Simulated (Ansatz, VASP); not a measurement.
**MgO: VASP beside Ansatz**

```
Mg O
1.0
     0.00000   -2.10711   -2.10711
    -2.10711    0.00000   -2.10711
     2.10711    2.10711   -4.21421
Mg O
2 2
Direct
  0.98553 0.99780 0.00145
  0.50482 0.50073 0.49952
  0.75482 0.75073 0.74952
  0.25482 0.25073 0.24952
```

Change from the starting cell: atom 1 moved 0.06 Å.

Alike in both runs: task single point; functional PBEsol; k mesh 12 × 12 × 8; occupations gaussian, width 0.05 eV; no spin polarisation.

```csv
,VASP,Ansatz
version,VASP 6.6.1,Ansatz 0.2.0
potentials or method,"VASP PAW PBE potentials, release 64 (Mg, O), cutoff 520 eV","scalar-relativistic, plane waves, PAW"
valence electrons in the cell,16,32
```

Ansatz gave:

- gap on the k mesh at the Fermi level (eV): 4.61
- least direct gap on the mesh (eV): 4.61
- pressure (GPa): 0.2
- traceless stress, the component that is largest in VASP (GPa): -0.17
- rms of the force components (eV/Å): 0.132

Which values does VASP return?

gap on the k mesh at the Fermi level (eV): 4.61; least direct gap on the mesh (eV): 4.61; pressure (GPa): -0.3; traceless stress, the component that is largest in VASP (GPa): -0.17; rms of the force components (eV/Å): 0.134.

VASP's potentials were made for PBE, not for PBEsol. Atom by atom the forces differ by 0.002 eV/Å (rms over components). The functional is the same, so the differences come from potentials, cutoffs and numerics. VASP's potentials hold 16 valence electrons a cell and Ansatz's 32, so a difference there can come from the potentials and not from the codes.
